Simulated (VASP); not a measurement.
Hf:

```
CELL_PARAMETERS angstrom
3.19670 0.00000 0.00000
-1.59835 2.76842 0.00000
0.00000 0.00000 5.05780
ATOMIC_POSITIONS crystal
Hf 0.66667 0.33333 0.75000
Hf 0.33333 0.66667 0.25000
```

Base run:

```yaml
Program: VASP 6.6.1
Functional: PBE
Potentials_or_basis: VASP PAW PBE potentials, release 64 (Hf_pv)
Cutoff: 520 eV
k_mesh: 7 × 7 × 4
Occupations: fermi-dirac, width 0.05 eV
Spin: non-collinear spin, zero start, spin-orbit coupling
Starting_moments: "[[0.0, 0.0, 0.0], [0.0, 0.0, 0.0]] μB"
```

Its results: pressure 0.2 GPa; net moment 0.00 μB per cell.

Task: The run is repeated on the same cell with these changes: functional from PBE to HSE06; cutoff from 520 eV to 400 eV; k mesh from 7 × 7 × 4 to 4 × 4 × 2. What comes out?

Result: Pressure -1.6 GPa; net moment 0.00 μB per cell.

Several settings changed at once.

Caveats: some runs use coarse meshes; the PAW data sets were made with another functional, which shifts forces and pressure a little (at least some runs).
